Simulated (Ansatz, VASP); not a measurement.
# ZnS in VASP and in Ansatz

File INCAR:

```
SYSTEM = ZnS
PREC = Accurate
ENCUT = 520
EDIFF = 1E-7
ISMEAR = 0
SIGMA = 0.05
LREAL = .False.
LASPH = .True.
NELM = 60
ALGO = Normal
ISIF = 2
LWAVE = .False.
LCHARG = .False.
GGA = PE
NBANDS = 26
```

KPOINTS

```
Automatic mesh
0
Gamma
  9 9 4
  0 0 0
```

POSCAR

```
ZnS
1.0
    3.9350570224      0.0000000000      0.0000000000
   -1.9675285112      3.4078593468      0.0000000000
    0.0000000000      0.0000000000      6.0202437386
Zn S
2 2
Direct
    0.3333333333      0.6666666667      0.0052003725
    0.6666666667      0.3333333333      0.5052003725
    0.3333333333      0.6666666667      0.3930140371
    0.6666666667      0.3333333333      0.8930140371
```

Input for Ansatz:

```yaml
crystal:
  lattice:
    - [3.9350570224, 0.0, 0.0]
    - [-1.9675285112, 3.4078593468, 0.0]
    - [0.0, 0.0, 6.0202437386]
  atoms:
    - { symbol: Zn, position: [0.3333333333, 0.6666666667, 0.0052003725] }
    - { symbol: Zn, position: [0.6666666667, 0.3333333333, 0.5052003725] }
    - { symbol: S, position: [0.3333333333, 0.6666666667, 0.3930140371] }
    - { symbol: S, position: [0.6666666667, 0.3333333333, 0.8930140371] }
basis:
  ecutwfc: 520.0
kpoints:
  mp_grid: { grid: [9, 9, 4] }
hamiltonian:
  xc: pbe
scf:
  occupations: { method: gaussian, width: 0.05 }
output:
  forces: true
  stress: true
  eigenvalues: true
```

Alike in both runs: task single point; functional PBE; k mesh 9 × 9 × 4; occupations gaussian, width 0.05 eV; no spin polarisation.

```csv
,VASP,Ansatz
version,VASP 6.6.1,Ansatz 0.2.0
potentials or method,"VASP PAW PBE potentials, release 64 (Zn, S), cutoff 520 eV","scalar-relativistic, plane waves, PAW"
valence electrons in the cell,36,36
```

|  | VASP | Ansatz | Ansatz less VASP |
| --- | --- | --- | --- |
| gap on the k mesh at the Fermi level (eV) | 2.00 | 2.00 | 0.000 |
| least direct gap on the mesh (eV) | 2.00 | 2.00 | 0.000 |
| pressure (GPa) | 0.3 | 0.1 | -0.16 |
| traceless stress, the component that is largest in VASP (GPa) | 4.06 | 4.04 | -0.012 |
| rms of the force components (eV/Å) | 0.002 | 0.004 | +0.0016 |

Atom by atom the forces differ by 0.002 eV/Å (rms over components).
